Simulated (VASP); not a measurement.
Wanted: the native input for a VASP 6.6.1 run.

```yaml
Task: single point
Functional: RPBE
Potentials_or_basis: VASP PAW PBE potentials, release 64 (Nb_sv)
Cutoff: 520 eV
k_mesh: 10 × 10 × 10
Occupations: fermi-dirac, width 0.1 eV
Spin: no spin polarisation
Dipole_correction: no
Further_INCAR_settings: ALGO = Normal; EDIFF = 1e-06; NBANDS = 20
```

The structure of Nb lies in POSCAR:

```
Nb
1.0
    0.0000000000      3.0237701701      3.0237701701
    3.0237701701      0.0000000000      3.0237701701
    3.0237701701      3.0237701701      0.0000000000
Nb
2
Direct
    0.1250000000      0.1250000000      0.1250000000
    0.8750000000      0.8750000000      0.8750000000
```

This cell differs from its parent crystal: volume scaled by 1.04.

These files were run (other wordings do the same):

INCAR

```
PREC     = Accurate       # precision mode
ENCUT    = 520            # plane-wave cutoff, eV
EDIFF    = 1E-6           # SCF threshold, eV
ISMEAR   = -1             # smearing method
SIGMA    = 0.1            # smearing width, eV
LREAL    = F              # projectors in reciprocal space
LASPH    = T              # aspherical terms in the spheres
NELM     = 80             # most SCF steps
ALGO     = Normal         # electronic algorithm
ISIF     = 2              # what is computed and relaxed
LWAVE    = F              # write WAVECAR
LCHARG   = F              # write CHGCAR
GGA      = RP             # functional
NBANDS   = 20             # bands
```

KPOINTS

```
Automatic mesh
0
Gamma
  10 10 10
```

Potentials or basis: VASP PAW PBE potentials, release 64 (Nb_sv).

The run is started by

```console
$ cat potpaw_PBE.64/Nb_sv/POTCAR > POTCAR
$ mpirun -np 1 vasp_std > vasp.out
```

It gave:

```yaml
Pressure: -2.3 GPa
Band_gap_on_the_k_mesh: zero (band 13 reaches 6.54 eV, above the bottom of band 14 at 5.44 eV)
```

Caveat: the PAW data sets were made with another functional, which shifts forces and pressure a little.

Wall time 33 s on 1 thread of Intel(R) Xeon(R) Platinum 8488C (Sapphire Rapids), on a shared host, peak memory 0.19 GiB.
